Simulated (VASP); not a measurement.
# MgF2 (rutile type) (P4_2/mnm) in VASP: a series of runs

Runs on MgF2 (rutile type). Level: PBEsol. Tasks: single point.

Program: VASP 6.6.1. These are calculated values, not measurements. Logs are shortened: lines on timing, memory, paths and dates and some standing lists are left out, and cuts for length are marked.

### Step 1. The cell of the first run

Symmetry: P4_2/mnm, No. 136, tetragonal system. Conventional cell: a = 4.639 Å, b = 4.639 Å, c = 3.062 Å, α = 90.00°, β = 90.00°, γ = 90.00°. Mg (site symmetry mmm) has 6 F at 1.99 to 2.00 Å within 2.6 Å. Within 2.6 Å of F (site symmetry m2m) lie 3 Mg at 1.99 to 2.00 Å and 1 F at 2.58 Å.

### Step 2. Single point, PBEsol

INCAR reads:

```
  PREC = Accurate
  ENCUT = 600
  EDIFF = 1E-6
  ISMEAR = -1
  SIGMA = 0.08
  LREAL = False
  LASPH = True
  NELM = 120
  ALGO = Normal
  ISIF = 2
  LWAVE = False
  LCHARG = False
  GGA = PS
  NBANDS = 25
  GGA_COMPAT = False
```

KPOINTS reads:

```
regular mesh
0
Gamma
  7 7 10
```

POSCAR reads:

```
MgF2
1.0
    4.6392492389      0.0000000000      0.0000000000
    0.0000000000      4.6392492389      0.0000000000
    0.0000000000      0.0000000000      3.0624562022
Mg F
2 4
Direct
    0.0000000000      0.0000000000      0.0000000000
    0.5000000000      0.5000000000      0.5000000000
    0.3033899452      0.3033899452      0.0000000000
    0.6966100548      0.6966100548      0.0000000000
    0.8033899452      0.1966100548      0.5000000000
    0.1966100548      0.8033899452      0.5000000000
```

Potentials or basis: VASP PAW PBE potentials, release 64 (Mg, F).

Run with:

```console
$ cat potpaw_PBE.64/Mg/POTCAR potpaw_PBE.64/F/POTCAR > POTCAR
$ mpirun -np 1 vasp_std > vasp.out
```

OUTCAR:

```text
PREC = Accurate
   ENCUT = 600
   EDIFF = 1E-6
   ISMEAR = -1
   LREAL = False
   LASPH = True
   NELM = 120
   ISIF = 2
   GGA = PS

 ion  position               nearest neighbor table
   1  0.000  0.000  0.000-   3 1.99   4 1.99   5 2.00   6 2.00   5 2.00   6 2.00   2 3.62   2 3.62
                             2 3.62   2 3.62   2 3.62   2 3.62   2 3.62   2 3.62
   2  0.500  0.500  0.500-   5 1.99   6 1.99   3 2.00   4 2.00   3 2.00   4 2.00   1 3.62   1 3.62
                             1 3.62   1 3.62   1 3.62   1 3.62   1 3.62   1 3.62
   3  0.303  0.303  0.000-   1 1.99   2 2.00   2 2.00
   4  0.697  0.697  0.000-   1 1.99   2 2.00   2 2.00
   5  0.803  0.197  0.500-   2 1.99   1 2.00   1 2.00
   6  0.197  0.803  0.500-   2 1.99   1 2.00   1 2.00

  LATTYP: Found a simple tetragonal cell.
 ALAT       =     4.6392492389
 C/A-ratio  =     0.6601189211

  Lattice vectors:

 A1 = (   4.6392492389,   0.0000000000,   0.0000000000)
 A2 = (   0.0000000000,   4.6392492389,   0.0000000000)
 A3 = (   0.0000000000,   0.0000000000,   3.0624562022)

Analysis of symmetry for initial positions (statically):
=====================================================================
 Subroutine PRICEL returns:
 Original cell was already a primitive cell.

 Routine SETGRP: Setting up the symmetry group for a
 simple tetragonal supercell.

 Subroutine GETGRP returns: Found 16 space group operations
 (whereof  8 operations were pure point group operations)
 out of a pool of 16 trial point group operations.

The static configuration has the point symmetry D_2h.
 The point group associated with its full space group is D_4h.

Analysis of symmetry for dynamics (positions and initial velocities):
=====================================================================
 Subroutine PRICEL returns:
 Original cell was already a primitive cell.

 Routine SETGRP: Setting up the symmetry group for a
 simple tetragonal supercell.

 Subroutine GETGRP returns: Found 16 space group operations
 (whereof  8 operations were pure point group operations)
 out of a pool of 16 trial point group operations.

The dynamic configuration has the point symmetry D_2h.
 The point group associated with its full space group is D_4h.

 Subroutine INISYM returns: Found 16 space group operations
 (whereof  8 operations are pure point group operations),
 and found     1 'primitive' translations

----------------------------------------------------------------------------------------

                                     Primitive cell

  volume of cell :      65.9121

  direct lattice vectors                    reciprocal lattice vectors
     4.639249239  0.000000000  0.000000000     0.215552118  0.000000000  0.000000000
     0.000000000  4.639249239  0.000000000     0.000000000  0.215552118  0.000000000
     0.000000000  0.000000000  3.062456202     0.000000000  0.000000000  0.326535282

  length of vectors
     4.639249239  4.639249239  3.062456202     0.215552118  0.215552118  0.326535282

  position of ions in fractional coordinates (direct lattice)
     0.000000000  0.000000000  0.000000000
     0.500000000  0.500000000  0.500000000
     0.303389945  0.303389945  0.000000000
     0.696610055  0.696610055  0.000000000
     0.803389945  0.196610055  0.500000000
     0.196610055  0.803389945  0.500000000

  ion indices of the primitive-cell ions
   primitive index   ion index
                 1           1
                 2           2
                 3           3
                 4           4
                 5           5
                 6           6

----------------------------------------------------------------------------------------

 KPOINTS: regular mesh

Automatic generation of k-mesh.
 Grid dimensions read from file:
 generate k-points for:    7    7   10

 Generating k-lattice:

  Cartesian coordinates                     Fractional coordinates (reciprocal lattice)
     0.030793160  0.000000000  0.000000000     0.142857143  0.000000000  0.000000000
     0.000000000  0.030793160  0.000000000     0.000000000  0.142857143  0.000000000
     0.000000000  0.000000000  0.032653528     0.000000000  0.000000000  0.100000000

  Length of vectors
     0.030793160  0.030793160  0.032653528

  Shift w.r.t. Gamma in fractional coordinates (k-lattice)
     0.000000000  0.000000000  0.000000000

 Subroutine IBZKPT returns following result:
 ===========================================

 Found     60 irreducible k-points:

 Following reciprocal coordinates:
            Coordinates               Weight
  0.000000  0.000000  0.000000      1.000000
  0.142857  0.000000  0.000000      4.000000
  0.285714  0.000000  0.000000      4.000000
  0.428571  0.000000  0.000000      4.000000
  0.142857  0.142857  0.000000      4.000000
  0.285714  0.142857  0.000000      8.000000
[... 16 lines left out ...]
  0.285714  0.000000  0.200000      8.000000
  0.428571  0.000000  0.200000      8.000000
 [... further k-points ...]
   k-points           NKPTS =     60   k-points in BZ     NKDIM =     60   number of bands    NBANDS=     25
   number of dos      NEDOS =    301   number of ions     NIONS =      6
   total plane-waves  NPLWV =  38400
   dimension x,y,z NGX =    40 NGY =   40 NGZ =   24
   dimension x,y,z NGXF=    80 NGYF=   80 NGZF=   48
   ions per type =               2   4
   NGX,Y,Z   is equivalent  to a cutoff of  14.33, 14.33, 13.03 a.u.
   NGXF,Y,Z  is equivalent  to a cutoff of  28.67, 28.67, 26.06 a.u.
 SYSTEM =  unknown system
   PREC   = accura    normal or accurate (medium, high low for compatibility)
   ISTART =      0    job   : 0-new  1-cont  2-samecut
   ICHARG =      2    charge: 1-file 2-atom 10-const
   ISPIN  =      1    spin polarized calculation?
   LNONCOLLINEAR =      F non collinear calculations
   LSORBIT =      F    spin-orbit coupling
   LASPH  =      T    aspherical Exc in radial PAW
   ENCUT  =  600.0 eV  44.10 Ry    6.64 a.u.   9.27  9.27  6.12*2*pi/ulx,y,z
   NELM   =    120;   NELMIN=  2; NELMDL= -5     # of ELM steps
   EDIFF  = 0.1E-05   stopping-criterion for ELM
   LREAL  =      F    real-space projection
   EDIFFG = 0.1E-04   stopping-criterion for IOM
   NSW    =      0    number of steps for IOM
   IBRION =     -1    ionic relax: 0-MD 1-quasi-New 2-CG
   NFREE  =      0    steps in history (QN), initial steepest desc. (CG)
   ISIF   =      2    stress and relaxation
   ISYM   =      2    0-nonsym 1-usesym 2-fastsym
   POTIM  = 0.5000    time-step for ionic-motion
   TEBEG  =    0.0;   TEEND  =   0.0 temperature during run
   PSTRESS=    0.0 pullay stress
   NELECT =      32.0000    total number of electrons
   NUPDOWN=      -1.0000    fix difference up-down
   EMIN   =  10.00;   EMAX   =-10.00  energy-range for DOS
   EFERMI =   0.00;   METHOD = LEGACY
   ISMEAR =    -1;   SIGMA  =   0.08  broadening in eV -4-tet -1-fermi 0-gaus
   EFERMI_NEDOS =   21; number of points for ismear=-14 and -15
   IALGO  =     38    algorithm
   IMIX   =      4    mixing-type and parameters
     AMIX     =   0.40;   BMIX     =  1.00
     AMIX_MAG =   1.60;   BMIX_MAG =  1.00
  volume/ion in A,a.u.               =      10.99        74.13
  Fermi-wavevector in a.u.,A,eV,Ry     =   1.286678  2.431468 22.524977  1.655539
  Thomas-Fermi vector in A             =   2.418738
   LORBIT       =      0    0 simple, 1 ext, 2 COOP (PROOUT), +10 PAW based schemes
   GGA     = PS    functional components
   LHFCALC =     F    Hartree Fock is set to
   AEXX    =    0.0000 exact exchange contribution
   IVDW    =     0    specifies the selected vdW correction
   LEPSILON=     F    determine dielectric tensor
   LRPA    =     F    only Hartree local field effects (RPA)
 non-spin polarized calculation
  energy-cutoff  :      600.00
  volume of cell :       65.91
 maximum number of plane-waves:      2230
 NGX is ok and might be reduce to    40
   NGX = 19   NGY = 19   NGZ = 13

 number of electron      32.0000021 magnetization

 Free energy of the ion-electron system (eV)
  ---------------------------------------------------
  ext. energy  EPLUGINS =         0.00000000
  ---------------------------------------------------
  free energy    TOTEN  =       -32.61001782 eV

  energy without entropy =      -32.61001782  energy(sigma->0) =      -32.61001782

 E-fermi :   0.3305     XC(G=0):  -9.9427

 val. band max:       -1.3647247292   @ k =   0.0000   0.0000   0.0000
 cond. band min:       5.4968444392   @ k =   0.0000   0.0000   0.0000
 fundamental gap:      6.8615691684
 Fermi energy:         0.3304793243

 k-point     1 :       0.0000    0.0000    0.0000
  band No.  band energies     occupation
      1     -21.9785      2.00000
      2     -21.1711      2.00000
      3     -21.1711      2.00000
      4     -21.0831      2.00000
      5      -5.4582      2.00000
      6      -3.8632      2.00000
[... 17 lines left out ...]
     24      16.8376      0.00000
     25      16.8376      0.00000

 k-point     2 :       0.1429    0.0000    0.0000
  band No.  band energies     occupation
      1     -21.9456      2.00000
      2     -21.2403      2.00000
      3     -21.1620      2.00000
      4     -21.0607      2.00000
      5      -5.3818      2.00000
      6      -3.8408      2.00000
[... 17 lines left out ...]
     24      16.6363      0.00000
     25      16.9325      0.00000

 k-point     3 :       0.2857    0.0000    0.0000
  band No.  band energies     occupation
      1     -21.8515      2.00000
      2     -21.3780      2.00000
      3     -21.1369      2.00000
      4     -21.0526      2.00000
      5      -5.1733      2.00000
      6      -4.1453      2.00000
[... 17 lines left out ...]
     24      16.2944      0.00000
     25      16.8802      0.00000

 k-point     4 :       0.4286    0.0000    0.0000
  band No.  band energies     occupation
      1     -21.7103      2.00000
      2     -21.5437      2.00000
      3     -21.1028      2.00000
      4     -21.0705      2.00000
      5      -4.8771      2.00000
      6      -4.5283      2.00000
[... 17 lines left out ...]
     24      16.3191      0.00000
     25      16.4223      0.00000

 k-point     5 :       0.1429    0.1429    0.0000
  band No.  band energies     occupation
      1     -21.9137      2.00000
      2     -21.2654      2.00000
      3     -21.1814      2.00000
      4     -21.0525      2.00000
      5      -5.3092      2.00000
      6      -3.8668      2.00000
[... 17 lines left out ...]
     24      16.7771      0.00000
     25      16.7856      0.00000

 k-point     6 :       0.2857    0.1429    0.0000
  band No.  band energies     occupation
      1     -21.8231      2.00000
      2     -21.3759      2.00000
      3     -21.1660      2.00000
      4     -21.0581      2.00000
      5      -5.1112      2.00000
      6      -4.1667      2.00000
[... 17 lines left out ...]
     24      16.4947      0.00000
     25      16.8322      0.00000
[... 393 lines left out ...]
 k-point    21 :       0.0000    0.0000    0.2000
  band No.  band energies     occupation
      1     -21.8446      2.00000
      2     -21.1439      2.00000
      3     -21.1439      2.00000
      4     -21.1122      2.00000
      5      -5.2154      2.00000
      6      -3.6134      2.00000
[... 17 lines left out ...]
     24      16.6196      0.00000
     25      16.8341      0.00000

 k-point    22 :       0.1429    0.0000    0.2000
  band No.  band energies     occupation
      1     -21.8158      2.00000
      2     -21.2123      2.00000
      3     -21.1378      2.00000
      4     -21.0816      2.00000
      5      -5.1497      2.00000
      6      -3.7517      2.00000
[... 17 lines left out ...]
     24      16.3529      0.00000
     25      16.4876      0.00000

 k-point    23 :       0.2857    0.0000    0.2000
  band No.  band energies     occupation
      1     -21.7340      2.00000
      2     -21.3292      2.00000
      3     -21.1212      2.00000
      4     -21.0697      2.00000
      5      -4.9655      2.00000
      6      -4.0650      2.00000
[... 17 lines left out ...]
     24      15.7934      0.00000
     25      15.8103      0.00000

 k-point    24 :       0.4286    0.0000    0.2000
  band No.  band energies     occupation
      1     -21.6120      2.00000
      2     -21.4695      2.00000
      3     -21.0990      2.00000
      4     -21.0787      2.00000
      5      -4.6991      2.00000
      6      -4.3927      2.00000
[... 17 lines left out ...]
     24      15.1698      0.00000
     25      15.8445      0.00000

 [... further k-points ...]

------------------------ aborting loop because EDIFF is reached ----------------------------------------

  FORCE on cell =-STRESS in cart. coord.  units (eV):
  Direction    XX          YY          ZZ          XY          YZ          ZX
  --------------------------------------------------------------------------------------
  -------------------------------------------------------------------------------------
  Total       -0.3950551     -0.3950551     -0.4197690      0.0000000      0.0000000      0.0000000
  in kB       -9.6029112     -9.6029112    -10.2036532      0.0000000      0.0000000      0.0000000
  external PRESSURE =      -9.8031585 kB  Pullay stress =       0.0000000 kB

 VOLUME and BASIS-vectors are now :
 -----------------------------------------------------------------------------
  energy-cutoff  :      600.00
  volume of cell :       65.91
      direct lattice vectors                 reciprocal lattice vectors
     4.639249239  0.000000000  0.000000000     0.215552118  0.000000000  0.000000000
     0.000000000  4.639249239  0.000000000     0.000000000  0.215552118  0.000000000
     0.000000000  0.000000000  3.062456202     0.000000000  0.000000000  0.326535282

 POSITION                                       TOTAL-FORCE (eV/Angst)
 -----------------------------------------------------------------------------------
      0.00000      0.00000      0.00000         0.000000      0.000000     -0.000000
      2.31962      2.31962      1.53123         0.000000      0.000000     -0.000000
      1.40750      1.40750      0.00000         0.001368      0.001368     -0.000000
      3.23175      3.23175      0.00000        -0.001368     -0.001368      0.000000
      3.72713      0.91212      1.53123         0.001368     -0.001368     -0.000000
      0.91212      3.72713      1.53123        -0.001368      0.001368     -0.000000
 -----------------------------------------------------------------------------------
    total drift:                                0.000000      0.000000      0.000000

  FREE ENERGIE OF THE ION-ELECTRON SYSTEM (eV)
  ---------------------------------------------------
  free  energy   TOTEN  =       -32.6100178176 eV

  energy  without entropy=      -32.6100178175  energy(sigma->0) =      -32.61001782
```

It took 59 s on 1 thread of Intel Xeon 6975P-C (Granite Rapids), shared host; peak memory 0.24 GiB.

Results:

```yaml
Free_energy: -32.6100 eV
Pressure: -1.0 GPa
Band_gap_on_the_k_mesh: 6.86 eV
```

Levels at points of the mesh, in eV from the valence-band top:
```tsv
k point	band 14	band 15	band 16	band 17	band 18	band 19
(0.00, 0.00, 0.00)	-0.32	-0.32	0.00	6.86	11.98	11.98
(0.00, 0.00, 0.50)	-1.15	-0.85	-0.85	11.59	11.59	14.67
```

Caveat: the PAW data sets were made with another functional, which shifts forces and pressure a little; an odd mesh through Γ misses points on the zone boundary, where band edges can lie.

### Step 3. Single point, PBEsol (10.99 Å³/atom)

INCAR reads:

```
SYSTEM = MgF2
  ALGO = Normal
  EDIFF = 1E-6
  ENCUT = 600
  GGA = PS
  GGA_COMPAT = .False.
  ISIF = 2
  ISMEAR = -1
  LASPH = .True.
  LCHARG = .True.
  LELF = .True.
  LREAL = .False.
  LVHAR = .True.
  LWAVE = .False.
  NBANDS = 25
  NELM = 120
  PREC = Accurate
  SIGMA = 0.08
```

KPOINTS reads:

```
k-points
0
Gamma
  7 7 10
  0 0 0
```

POSCAR is that of step 2.

Potentials or basis: VASP PAW PBE potentials, release 64 (Mg, F).

Run with:

```console
$ cat potpaw_PBE.64/Mg/POTCAR potpaw_PBE.64/F/POTCAR > POTCAR
$ mpirun -np 1 vasp_std > vasp.out
```

Run time: 56 s. Hardware: 1 thread of Intel Xeon 6975P-C (Granite Rapids), shared host; peak memory 0.24 GiB.

The run converged. Its results:

```yaml
Free_energy: -32.6100 eV
Pressure: -1.0 GPa
Band_gap_on_the_k_mesh: 6.86 eV
```

Levels at points of the mesh, in eV from the valence-band top:
| k point | band 13 | band 14 | band 15 | band 16 | band 17 | band 18 | band 19 | band 20 |
| --- | --- | --- | --- | --- | --- | --- | --- | --- |
| (0.00, 0.00, 0.00) | -0.74 | -0.32 | -0.32 | 0.00 | 6.86 | 11.98 | 11.98 | 13.47 |
| (0.00, 0.00, 0.50) | -1.15 | -1.15 | -0.85 | -0.85 | 11.59 | 11.59 | 14.67 | 14.67 |

Caveat: the PAW data sets were made with another functional, which shifts forces and pressure a little; an odd mesh through Γ misses points on the zone boundary, where band edges can lie.
